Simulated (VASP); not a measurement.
Here is a VASP 6.6.1 calculation.

Contents of INCAR:

```
  ALGO = Normal
  EDIFF = 1E-6
  ENCUT = 520
  GGA = PE
  ISIF = 2
  ISMEAR = 0
  LASPH = True
  LCHARG = True
  LELF = True
  LREAL = False
  LVHAR = True
  LWAVE = False
  NBANDS = 28
  NELM = 60
  PREC = Accurate
  SIGMA = 0.02
```

Contents of KPOINTS:

```
k-points
0
Gamma
  8 8 8
```

Contents of POSCAR:

```
SrTiO3
1.0
    4.0136929381      0.0000000000      0.0000000000
    0.0000000000      4.0136929381      0.0000000000
    0.0000000000      0.0000000000      4.0136929381
Sr Ti O
1 1 3
Direct
    0.0000000000      0.0000000000      0.0000000000
    0.5000000000      0.5000000000      0.5000000000
    0.0000000000      0.5000000000      0.5000000000
    0.5000000000      0.0000000000      0.5000000000
    0.5000000000      0.5000000000      0.0000000000
```

Potentials or basis: VASP PAW PBE potentials, release 64 (Sr_sv, Ti_sv, O).

The run is started by

```console
$ cat potpaw_PBE.64/Sr_sv/POTCAR potpaw_PBE.64/Ti_sv/POTCAR potpaw_PBE.64/O/POTCAR > POTCAR
$ mpirun -np 1 vasp_std > vasp.out
```

(1) Predict the band gap on the k mesh.

(2) Estimate the pressure.

Results:

(1) 1.70 eV, indirect (least direct gap 2.09 eV).

(2) -8.2 GPa.
